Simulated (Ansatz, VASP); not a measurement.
## GaP in VASP and in Ansatz

```
Ga P
1.0
     2.09846    1.21154    6.43081
    -2.09846    1.21154    6.43081
     0.00000   -2.42309    6.43081
Ga P
2 2
Direct
  0.43537 0.43537 0.43537
  0.56463 0.56463 0.56463
  0.05739 0.05739 0.05739
  0.94261 0.94261 0.94261
```

Change from the starting cell: strain +0.080 along x and y, +0.000 along z, atoms carried along.

Alike in both runs: task single point; functional LDA; k mesh 12 × 12 × 12; occupations gaussian, width 0.05 eV; no spin polarisation.

```csv
,VASP,Ansatz
version,VASP 6.6.1,Ansatz 0.2.0
potentials or method,"VASP PAW LDA potentials, release 64 (Ga_d, P), cutoff 520 eV","scalar-relativistic, plane waves, PAW"
valence electrons in the cell,36,36
```

```tsv
	VASP	Ansatz	Ansatz less VASP
gap on the k mesh at the Fermi level (eV)	none	none	-
pressure (GPa)	-10.1	-10.1	0.00
traceless stress, the component that is largest in VASP (GPa)	5.05	5.07	+0.022
rms of the force components (eV/Å)	0.185	0.194	+0.0091
```

LDA's correlation is that of Perdew and Zunger in VASP and of Perdew and Wang (1992) in Ansatz. Atom by atom the forces differ by 0.013 eV/Å (rms over components). A gap of «none» marks a metal or a gap that the smearing closes.
